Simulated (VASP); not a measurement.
A run of VASP 6.6.1 is set up as follows.

The input INCAR:

```
SYSTEM = TiH
ALGO = Normal
EDIFF = 1E-7
ENCUT = 520
ISIF = 2
ISMEAR = 0
LASPH = .TRUE.
LCHARG = .TRUE.
LELF = .TRUE.
LREAL = .FALSE.
LVHAR = .TRUE.
LWAVE = .FALSE.
NBANDS = 14
NELM = 60
PREC = Accurate
SIGMA = 0.15
```

The input KPOINTS:

```
k-points
0
G
  18 18 18
  0 0 0
```

Contents of POSCAR:

```
TiH
1.0
    0.0000000000      2.0516219871      2.0516219871
    1.9558112403      0.0000000000      2.0516219871
    1.9558112403      2.0516219871      0.0000000000
Ti H
1 1
Direct
   -0.0005727448      0.0005727448      0.0005727448
    0.5271979928      0.4728020072      0.4728020072
```

Potentials or basis: VASP PAW LDA potentials, release 64 (Ti_sv, H).

Launch:

```console
$ cat potpaw_LDA.64/Ti_sv/POTCAR potpaw_LDA.64/H/POTCAR > POTCAR
$ mpirun -np 1 vasp_std > vasp.out
```

Problem. Estimate the largest force.

Solution. 0.721 eV/Å.

Problem. Predict the pressure.

Solution. 9.1 GPa.

Problem. Predict the band gap on the k mesh.

Solution. Zero (an odd number of electrons rules out a gap without spin polarisation).

Forces on the atoms (eV/Å):
```
Ti  -0.721  0.000  0.000
H    0.721  0.000  0.000
```

Caveat: the cell differs from its parent crystal (atoms displaced along a vibrational mode, the cell strained); the cell stands under pressure.
